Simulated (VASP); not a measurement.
Set up this calculation in VASP 6.6.1, as the native input.

- Task: single point
- Functional: revPBE
- Potentials or basis: VASP PAW PBE potentials, release 64 (Ba_sv)
- Cutoff: 520 eV
- k mesh: 6 × 6 × 8
- Occupations: fermi-dirac, width 0.1 eV
- Spin: no spin polarisation
- Dipole correction: no
- Further INCAR settings: ALGO = Normal; EDIFF = 1e-06; NBANDS = 22

The structure of Ba lies in POSCAR:

```
Ba
1.0
    7.1514705341      0.0000000000      0.0000000000
   -3.5757352670      6.1933551570      0.0000000000
    0.0000000000      0.0000000000      4.2483682553
Ba
3
Direct
    0.0000000000      0.0000000000      0.0000000000
    0.3333333333      0.6666666667      0.5000000000
    0.6666666667      0.3333333333      0.5000000000
```

This cell differs from its parent crystal: volume scaled by 0.92.

These files were run (other wordings do the same):

INCAR

```
ALGO = Normal
EDIFF = 1E-6
ENCUT = 520
GGA = RE
ISIF = 2
ISMEAR = -1
LASPH = True
LCHARG = False
LREAL = False
LWAVE = False
NBANDS = 22
NELM = 80
PREC = Accurate
SIGMA = 0.1
```

KPOINTS

```
k-points
0
Gamma
  6 6 8
```

Potentials or basis: VASP PAW PBE potentials, release 64 (Ba_sv).

The run is started by

```sh
$ cat potpaw_PBE.64/Ba_sv/POTCAR > POTCAR
$ mpirun -np 1 vasp_std > vasp.out
```

It gave:

```yaml
Pressure: 0.7 GPa
Band_gap_on_the_k_mesh: zero (band 15 reaches 2.24 eV, above the bottom of band 16 at 1.63 eV)
```

Caveat: the PAW data sets were made with another functional, which shifts forces and pressure a little; spin-orbit coupling is left out, which moves the levels of the heavy elements.

Run time: 96 s on 1 thread of Intel(R) Xeon(R) Platinum 8488C (Sapphire Rapids), on a shared host, peak memory 0.34 GiB.
